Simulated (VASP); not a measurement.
HfC: single point with PBE

Crystal: HfC.

```
CELL_PARAMETERS angstrom
-1.39667 2.49718 1.84734
1.39667 -2.49718 1.84734
1.39667 2.49718 -1.84734
ATOMIC_POSITIONS crystal
Hf 0.98471 0.98471 0.00000
C 0.67945 0.17945 0.50000
```

```json
{
  "Program": "VASP 6.6.1",
  "Task": "single point",
  "Functional": "PBE",
  "Potentials or basis": "VASP PAW PBE potentials, release 64 (Hf_pv, C)",
  "Cutoff": "520 eV",
  "k mesh": "12 × 12 × 12",
  "Occupations": "gaussian, width 0.02 eV",
  "Spin": "no spin polarisation",
  "Dipole correction": "no",
  "Further INCAR settings": "ALGO = Normal; EDIFF = 1e-06; NBANDS = 14"
}
```

```json
{
 "Pressure": "68.0 GPa",
 "Largest force": "11.756 eV/Å",
 "Band gap on the k mesh": "0.36 eV, indirect (least direct gap 0.86 eV)"
}
```

Forces in eV/Å, atoms in the order of the input:
```
Hf    0.000   0.000  11.756
C     0.000   0.000 -11.756
```

Stress tensor (GPa, compression positive):
```
169.39   0.00   0.00
  0.00 -23.90   0.00
  0.00   0.00  58.55
```

Levels at points of the mesh, in eV from the valence-band top:
```csv
k point,band 3,band 4,band 5,band 6,band 7,band 8,band 9,band 10,band 11,band 12
"(0.00, 0.00, 0.00)",-29.31,-11.88,-4.26,-3.20,-1.34,1.95,3.85,5.04,6.31,7.28
"(0.50, 0.00, 0.00)",-29.35,-9.62,-5.81,-3.99,-1.93,3.04,4.47,5.56,6.76,9.86
"(0.00, 0.50, 0.00)",-29.68,-9.65,-4.09,-1.65,-0.09,2.05,4.11,5.25,5.73,6.20
"(0.50, 0.50, 0.00)",-29.67,-8.35,-5.71,-2.58,-2.43,3.27,4.75,5.02,6.50,7.65
"(0.50, 0.50, 0.50)",-29.40,-10.08,-5.19,-3.34,-0.86,3.15,5.66,6.75,6.90,7.74
```

It took 100 s on 1 thread of Intel(R) Xeon(R) Platinum 8375C CPU @ 2.90GHz (Ice Lake), on a shared host, peak memory 0.24 GiB.

Caveat: spin-orbit coupling is left out, which moves the levels of the heavy elements; forces of over 1 eV/Å act on the atoms, so gaps and moduli don't describe the material at rest. A k mesh can miss the band edges.
